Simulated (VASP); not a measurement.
The system is LiF.

```
CELL_PARAMETERS angstrom
0.00000 1.95497 2.02370
1.95497 0.00000 2.02370
1.95497 1.95497 0.00000
ATOMIC_POSITIONS crystal
Li 0.00000 0.00000 0.00000
F 0.50000 0.50000 0.50000
```

This cell differs from its parent crystal: epitaxial xy strain -2.0%.

Base run:

```yaml
Program: VASP 6.6.1
Functional: r2SCAN
Potentials_or_basis: VASP PAW PBE potentials, release 64 (Li_sv, F)
Cutoff: 520 eV
k_mesh: 10 × 10 × 10
Occupations: gaussian, width 0.01 eV
Spin: no spin polarisation
```

Its results: band gap on the k mesh 10.76 eV, direct.

Q: The run is repeated on the same cell with these changes: functional from r2SCAN to PBE; k mesh from 10 × 10 × 10 to 6 × 6 × 6. What comes out?

A: Band gap on the k mesh 9.54 eV, direct.

Several settings changed at once, so the effect can't be laid on one alone.

Caveats: some runs use coarse meshes.

A k mesh can miss the band edges.
